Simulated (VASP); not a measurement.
# Au (Im-3m) in VASP: a series of runs

Runs on Au. Level: PBEsol. Tasks: single point, relaxation of cell and atoms.

Everything below comes from runs of VASP 6.6.1. Logs are shortened: lines on timing, memory, paths and dates and some standing lists are left out, and cuts for length are marked.

### 1 The cell of the first run

The structure is cubic, space group Im-3m (No. 229). Conventional cell: a = 3.216 Å, b = 3.216 Å, c = 3.216 Å, α = 90.00°, β = 90.00°, γ = 90.00°. Within 3.7 Å of Au (site symmetry m-3m) lie 14 Au at 2.78 to 3.22 Å.

### 2 Single point, PBEsol

Contents of INCAR:

```
PREC = Accurate ; ENCUT = 520
EDIFF = 1E-7 ; ISMEAR = -1
SIGMA = 0.05 ; LREAL = False
LASPH = True ; NELM = 80
ALGO = Normal ; ISIF = 2
LWAVE = False ; LCHARG = True
GGA = PS ; LELF = True
LVHAR = True ; NBANDS = 12
```

Contents of KPOINTS:

```
regular mesh
0
Gamma
  11 11 11
```

Contents of POSCAR:

```
Au
1.0
   -1.6078459978      1.6078459978      1.6078459978
    1.6078459978     -1.6078459978      1.6078459978
    1.6078459978      1.6078459978     -1.6078459978
Au
1
Direct
    0.0000000000      0.0000000000      0.0000000000
```

Potentials or basis: VASP PAW PBE potentials, release 64 (Au).

Launch:

```
cat potpaw_PBE.64/Au/POTCAR > POTCAR
mpirun -np 1 vasp_std > vasp.out
```

OUTCAR:

```text
PREC = Accurate
   ENCUT = 520
   EDIFF = 1E-7
   ISMEAR = -1
   LREAL = False
   LASPH = True
   NELM = 80
   ISIF = 2
   GGA = PS

 ion  position               nearest neighbor table
   1  0.000  0.000  0.000-

  LATTYP: Found a body centered cubic cell.
 ALAT       =     3.2156919956

  Lattice vectors:

 A1 = (  -1.6078459978,   1.6078459978,   1.6078459978)
 A2 = (   1.6078459978,  -1.6078459978,   1.6078459978)
 A3 = (   1.6078459978,   1.6078459978,  -1.6078459978)

Analysis of symmetry for initial positions (statically):
=====================================================================
 Subroutine PRICEL returns:
 Original cell was already a primitive cell.

 Routine SETGRP: Setting up the symmetry group for a
 body centered cubic supercell.

 Subroutine GETGRP returns: Found 48 space group operations
 (whereof 48 operations were pure point group operations)
 out of a pool of 48 trial point group operations.

The static configuration has the point symmetry O_h .

Analysis of symmetry for dynamics (positions and initial velocities):
=====================================================================
 Subroutine PRICEL returns:
 Original cell was already a primitive cell.

 Routine SETGRP: Setting up the symmetry group for a
 body centered cubic supercell.

 Subroutine GETGRP returns: Found 48 space group operations
 (whereof 48 operations were pure point group operations)
 out of a pool of 48 trial point group operations.

The dynamic configuration has the point symmetry O_h .

 Subroutine INISYM returns: Found 48 space group operations
 (whereof 48 operations are pure point group operations),
 and found     1 'primitive' translations

----------------------------------------------------------------------------------------

                                     Primitive cell

  volume of cell :      16.6262

  direct lattice vectors                    reciprocal lattice vectors
    -1.607845998  1.607845998  1.607845998     0.000000000  0.310975056  0.310975056
     1.607845998 -1.607845998  1.607845998     0.310975056  0.000000000  0.310975056
     1.607845998  1.607845998 -1.607845998     0.310975056  0.310975056  0.000000000

  length of vectors
     2.784870959  2.784870959  2.784870959     0.439785142  0.439785142  0.439785142

  position of ions in fractional coordinates (direct lattice)
     0.000000000  0.000000000  0.000000000

  ion indices of the primitive-cell ions
   primitive index   ion index
                 1           1

----------------------------------------------------------------------------------------

 KPOINTS: regular mesh

Automatic generation of k-mesh.
 Grid dimensions read from file:
 generate k-points for:   11   11   11

 Generating k-lattice:

  Cartesian coordinates                     Fractional coordinates (reciprocal lattice)
     0.000000000  0.028270460  0.028270460     0.090909091  0.000000000  0.000000000
     0.028270460  0.000000000  0.028270460     0.000000000  0.090909091  0.000000000
     0.028270460  0.028270460  0.000000000     0.000000000  0.000000000  0.090909091

  Length of vectors
     0.039980467  0.039980467  0.039980467

  Shift w.r.t. Gamma in fractional coordinates (k-lattice)
     0.000000000  0.000000000  0.000000000

 Subroutine IBZKPT returns following result:
 ===========================================

 Found     56 irreducible k-points:

 Following reciprocal coordinates:
            Coordinates               Weight
  0.000000  0.000000  0.000000      1.000000
  0.090909  0.000000  0.000000     12.000000
  0.181818  0.000000  0.000000     12.000000
  0.272727  0.000000  0.000000     12.000000
  0.363636  0.000000  0.000000     12.000000
  0.454545  0.000000  0.000000     12.000000
[... 16 lines left out ...]
  0.272727  0.181818  0.090909     48.000000
  0.363636  0.181818  0.090909     24.000000
 [... further k-points ...]
   k-points           NKPTS =     56   k-points in BZ     NKDIM =     56   number of bands    NBANDS=     12
   number of dos      NEDOS =    301   number of ions     NIONS =      1
   total plane-waves  NPLWV =  13824
   dimension x,y,z NGX =    24 NGY =   24 NGZ =   24
   dimension x,y,z NGXF=    48 NGYF=   48 NGZF=   48
   ions per type =               1
   NGX,Y,Z   is equivalent  to a cutoff of  14.33, 14.33, 14.33 a.u.
   NGXF,Y,Z  is equivalent  to a cutoff of  28.65, 28.65, 28.65 a.u.
 SYSTEM =  unknown system
   PREC   = accura    normal or accurate (medium, high low for compatibility)
   ISTART =      0    job   : 0-new  1-cont  2-samecut
   ICHARG =      2    charge: 1-file 2-atom 10-const
   ISPIN  =      1    spin polarized calculation?
   LNONCOLLINEAR =      F non collinear calculations
   LSORBIT =      F    spin-orbit coupling
   LASPH  =      T    aspherical Exc in radial PAW
   ENCUT  =  520.0 eV  38.22 Ry    6.18 a.u.   5.18  5.18  5.18*2*pi/ulx,y,z
   NELM   =     80;   NELMIN=  2; NELMDL= -5     # of ELM steps
   EDIFF  = 0.1E-06   stopping-criterion for ELM
   LREAL  =      F    real-space projection
   EDIFFG = 0.1E-05   stopping-criterion for IOM
   NSW    =      0    number of steps for IOM
   IBRION =     -1    ionic relax: 0-MD 1-quasi-New 2-CG
   NFREE  =      0    steps in history (QN), initial steepest desc. (CG)
   ISIF   =      2    stress and relaxation
   ISYM   =      2    0-nonsym 1-usesym 2-fastsym
   POTIM  = 0.5000    time-step for ionic-motion
   TEBEG  =    0.0;   TEEND  =   0.0 temperature during run
   PSTRESS=    0.0 pullay stress
   NELECT =      11.0000    total number of electrons
   NUPDOWN=      -1.0000    fix difference up-down
   EMIN   =  10.00;   EMAX   =-10.00  energy-range for DOS
   EFERMI =   0.00;   METHOD = LEGACY
   ISMEAR =    -1;   SIGMA  =   0.05  broadening in eV -4-tet -1-fermi 0-gaus
   EFERMI_NEDOS =   21; number of points for ismear=-14 and -15
   IALGO  =     38    algorithm
   IMIX   =      4    mixing-type and parameters
     AMIX     =   0.40;   BMIX     =  1.00
     AMIX_MAG =   1.60;   BMIX_MAG =  1.00
  volume/ion in A,a.u.               =      16.63       112.20
  Fermi-wavevector in a.u.,A,eV,Ry     =   1.426509  2.695712 27.686888  2.034929
  Thomas-Fermi vector in A             =   2.546779
   LORBIT       =      0    0 simple, 1 ext, 2 COOP (PROOUT), +10 PAW based schemes
   GGA     = PS    functional components
   LHFCALC =     F    Hartree Fock is set to
   AEXX    =    0.0000 exact exchange contribution
   IVDW    =     0    specifies the selected vdW correction
   LEPSILON=     F    determine dielectric tensor
   LRPA    =     F    only Hartree local field effects (RPA)
 non-spin polarized calculation
  energy-cutoff  :      520.00
  volume of cell :       16.63
 maximum number of plane-waves:       458
 NGX is ok and might be reduce to    24
   NGX = 11   NGY = 11   NGZ = 11

 number of electron      11.0000000 magnetization

 Free energy of the ion-electron system (eV)
  ---------------------------------------------------
  ext. energy  EPLUGINS =         0.00000000
  ---------------------------------------------------
  free energy    TOTEN  =        -3.88937393 eV

  energy without entropy =       -3.88448670  energy(sigma->0) =       -3.88693032

 E-fermi :   9.5365     XC(G=0): -13.0329

 val. band max:        9.5279514016   @ k =  -0.3636   0.3636   0.2727
 cond. band min:       9.5728377717   @ k =  -0.3636   0.4545   0.0909
 fundamental gap:      0.0448863701
 Fermi energy:         9.5364907208

 k-point     1 :       0.0000    0.0000    0.0000
  band No.  band energies     occupation
      1      -0.4784      2.00000
      2       4.7031      2.00000
      3       4.7031      2.00000
      4       4.7031      2.00000
      5       6.7323      2.00000
      6       6.7323      2.00000
      7      26.1951      0.00000
      8      26.1951      0.00000
      9      26.1951      0.00000
     10      34.4749      0.00000
     11      34.4749      0.00000
     12      34.4749      0.00000

 k-point     2 :       0.0909    0.0000    0.0000
  band No.  band energies     occupation
      1      -0.1686      2.00000
      2       4.6013      2.00000
      3       4.7089      2.00000
      4       4.9276      2.00000
      5       6.6140      2.00000
      6       6.7399      2.00000
      7      26.1587      0.00000
      8      26.2568      0.00000
      9      26.6040      0.00000
     10      31.8842      0.00000
     11      31.8936      0.00000
     12      33.4184      0.00000

 k-point     3 :       0.1818    0.0000    0.0000
  band No.  band energies     occupation
      1       0.6844      2.00000
      2       4.3386      2.00000
      3       4.7203      2.00000
      4       5.5690      2.00000
      5       6.4234      2.00000
      6       6.7685      2.00000
      7      24.6671      0.00000
      8      25.7650      0.00000
      9      27.7439      0.00000
     10      30.0199      0.00000
     11      30.8395      0.00000
     12      30.8927      0.00000
[... 286 lines left out ...]
 k-point    23 :       0.2727    0.1818    0.0909
  band No.  band energies     occupation
      1       3.2078      2.00000
      2       3.7893      2.00000
      3       4.9537      2.00000
      4       6.7514      2.00000
      5       6.9714      2.00000
      6      10.9894      0.00000
      7      15.4606      0.00000
      8      19.4231      0.00000
      9      21.6951      0.00000
     10      31.3489      0.00000
     11      34.1735      0.00000
     12      36.0315      0.00000

 k-point    24 :       0.3636    0.1818    0.0909
  band No.  band energies     occupation
      1       3.1609      2.00000
      2       3.7340      2.00000
      3       5.4655      2.00000
      4       6.8006      2.00000
      5       7.0117      2.00000
      6      12.9649      0.00000
      7      13.0415      0.00000
      8      18.8125      0.00000
      9      21.4263      0.00000
     10      32.0393      0.00000
     11      33.6325      0.00000
     12      36.0553      0.00000

 [... further k-points ...]
[... 5 lines left out ...]
  --------------------------------------------------------------------------------------
  -------------------------------------------------------------------------------------
  Total        0.4895319      0.4895319      0.4895319     -0.0000000     -0.0000000      0.0000000
  in kB       47.1735154     47.1735154     47.1735154     -0.0000000     -0.0000000      0.0000000
  external PRESSURE =      47.1735154 kB  Pullay stress =       0.0000000 kB

 VOLUME and BASIS-vectors are now :
 -----------------------------------------------------------------------------
  energy-cutoff  :      520.00
  volume of cell :       16.63
      direct lattice vectors                 reciprocal lattice vectors
    -1.607845998  1.607845998  1.607845998     0.000000000  0.310975056  0.310975056
     1.607845998 -1.607845998  1.607845998     0.310975056  0.000000000  0.310975056
     1.607845998  1.607845998 -1.607845998     0.310975056  0.310975056  0.000000000

 POSITION                                       TOTAL-FORCE (eV/Angst)
 -----------------------------------------------------------------------------------
      0.00000      0.00000      0.00000        -0.000000     -0.000000      0.000000
 -----------------------------------------------------------------------------------
    total drift:                               -0.000000      0.000000     -0.000000

  FREE ENERGIE OF THE ION-ELECTRON SYSTEM (eV)
  ---------------------------------------------------
  free  energy   TOTEN  =        -3.8893739262 eV

  energy  without entropy=       -3.8844867046  energy(sigma->0) =       -3.88693032
```

It took 5.8 s on 1 thread of Intel Xeon 6975P-C, shared host; peak memory 0.14 GiB.

Results:

```
Free energy : -3.8894 eV
Pressure    : 4.7 GPa
```

Levels at points of the mesh, in eV from the Fermi level:
```
           k point  band 2  band 3  band 4  band 5  band 6  band 7  band 8  band 9  band 10  band 11
(0.00, 0.00, 0.00)   -4.83   -4.83   -4.83   -2.80   -2.80   16.66   16.66   16.66    24.94    24.94
```

Caveat: the PAW data sets were made with another functional, which shifts forces and pressure a little; spin-orbit coupling is left out, which moves the levels of the heavy elements.

### 3 Single point, PBEsol

This run uses another cell than the first one, of 16.24 Å³/atom, 0.977 times its volume.

Contents of INCAR:

```
SYSTEM = Au
ALGO = Normal
EDIFF = 1E-7
ENCUT = 520
GGA = PS
ISIF = 2
ISMEAR = -1
LASPH = .TRUE.
LCHARG = .FALSE.
LREAL = .FALSE.
LWAVE = .FALSE.
NBANDS = 12
NELM = 100
PREC = Accurate
SIGMA = 0.05
```

Contents of KPOINTS:

```
k-points
0
G
  11 11 11
  0 0 0
```

Contents of POSCAR:

```
Au
1.0
   -1.5952763747      1.5952763747      1.5952763747
    1.5952763747     -1.5952763747      1.5952763747
    1.5952763747      1.5952763747     -1.5952763747
Au
1
Direct
    0.0000000000      0.0000000000      0.0000000000
```

Potentials or basis: VASP PAW PBE potentials, release 64 (Au).

Launch:

```
cat potpaw_PBE.64/Au/POTCAR > POTCAR
mpirun -np 1 vasp_std > vasp.out
```

OUTCAR:

```text
SYSTEM = Au
   EDIFF = 1E-7
   ENCUT = 520
   GGA = PS
   ISIF = 2
   ISMEAR = -1
   LASPH = .TRUE.
   LREAL = .FALSE.
   NELM = 100
   PREC = Accurate

 ion  position               nearest neighbor table
   1  0.000  0.000  0.000-

  LATTYP: Found a body centered cubic cell.
 ALAT       =     3.1905527494

  Lattice vectors:

 A1 = (  -1.5952763747,   1.5952763747,   1.5952763747)
 A2 = (   1.5952763747,  -1.5952763747,   1.5952763747)
 A3 = (   1.5952763747,   1.5952763747,  -1.5952763747)

Analysis of symmetry for initial positions (statically):
=====================================================================
 Subroutine PRICEL returns:
 Original cell was already a primitive cell.

 Routine SETGRP: Setting up the symmetry group for a
 body centered cubic supercell.

 Subroutine GETGRP returns: Found 48 space group operations
 (whereof 48 operations were pure point group operations)
 out of a pool of 48 trial point group operations.

The static configuration has the point symmetry O_h .

Analysis of symmetry for dynamics (positions and initial velocities):
[... 159 lines left out ...]
 val. band max:        9.9322165538   @ k =  -0.3636   0.3636   0.2727
 cond. band min:       9.9868892984   @ k =  -0.3636   0.4545   0.0909
 fundamental gap:      0.0546727446
 Fermi energy:         9.9430289534

 k-point     1 :       0.0000    0.0000    0.0000
  band No.  band energies     occupation
      1      -0.3277      2.00000
      2       4.9734      2.00000
      3       4.9734      2.00000
      4       4.9734      2.00000
      5       7.0802      2.00000
      6       7.0802      2.00000
      7      26.5991      0.00000
      8      26.5991      0.00000
      9      26.5991      0.00000
     10      35.3291      0.00000
     11      35.3291      0.00000
     12      35.3292      0.00000
[... 331 lines left out ...]
 k-point    24 :       0.3636    0.1818    0.0909
  band No.  band energies     occupation
      1       3.3709      2.00000
      2       3.9621      2.00000
      3       5.7482      2.00000
      4       7.1551      2.00000
      5       7.3757      2.00000
      6      13.4834      0.00000
      7      13.4970      0.00000
      8      19.3481      0.00000
      9      21.9579      0.00000
     10      32.6188      0.00000
     11      34.1880      0.00000
     12      36.7371      0.00000

 [... further k-points ...]
[... 5 lines left out ...]
  --------------------------------------------------------------------------------------
  -------------------------------------------------------------------------------------
  Total        0.9823341      0.9823341      0.9823341      0.0000000     -0.0000000      0.0000000
  in kB       96.9174592     96.9174592     96.9174592      0.0000000     -0.0000000      0.0000000
  external PRESSURE =      96.9174592 kB  Pullay stress =       0.0000000 kB

 VOLUME and BASIS-vectors are now :
 -----------------------------------------------------------------------------
  energy-cutoff  :      520.00
  volume of cell :       16.24
      direct lattice vectors                 reciprocal lattice vectors
    -1.595276375  1.595276375  1.595276375     0.000000000  0.313425315  0.313425315
     1.595276375 -1.595276375  1.595276375     0.313425315  0.000000000  0.313425315
     1.595276375  1.595276375 -1.595276375     0.313425315  0.313425315  0.000000000

 POSITION                                       TOTAL-FORCE (eV/Angst)
 -----------------------------------------------------------------------------------
      0.00000      0.00000      0.00000         0.000000      0.000000     -0.000000
 -----------------------------------------------------------------------------------
    total drift:                               -0.000000      0.000000     -0.000000

  FREE ENERGIE OF THE ION-ELECTRON SYSTEM (eV)
  ---------------------------------------------------
  free  energy   TOTEN  =        -3.8718155146 eV

  energy  without entropy=       -3.8674130629  energy(sigma->0) =       -3.86961429
```

stdout:

```text
POSCAR found type information on POSCAR Au
 POSCAR found :  1 types and       1 ions
 scaLAPACK will be used
 -----------------------------------------------------------------------------
|                                                                             |
|                                                                             |
|     You enforced a specific xc type in the INCAR file but a different       |
|     I HOPE YOU KNOW WHAT YOU ARE DOING!                                     |
|                                                                             |
 -----------------------------------------------------------------------------

 LDA part: xc-table for (Slater+PW92), standard interpolation
 POSCAR, INCAR and KPOINTS ok, starting setup
 FFT: planning ... GRIDC
 FFT: planning ... GRID_SOFT
 FFT: planning ... GRID
 WAVECAR not read
 entering main loop
```

Run time: 5.2 s. Hardware: 1 thread of Intel Xeon 6975P-C, shared host; peak memory 0.15 GiB.

What came out:

```
Free energy : -3.8718 eV
Pressure    : 9.7 GPa
```

Levels at points of the mesh, in eV from the Fermi level:
| k point | band 2 | band 3 | band 4 | band 5 | band 6 | band 7 | band 8 | band 9 | band 10 | band 11 |
| --- | --- | --- | --- | --- | --- | --- | --- | --- | --- | --- |
| (0.00, 0.00, 0.00) | -4.97 | -4.97 | -4.97 | -2.86 | -2.86 | 16.66 | 16.66 | 16.66 | 25.39 | 25.39 |

Caveat: the PAW data sets were made with another functional, which shifts forces and pressure a little; spin-orbit coupling is left out, which moves the levels of the heavy elements.

[end of part 1 of 2]
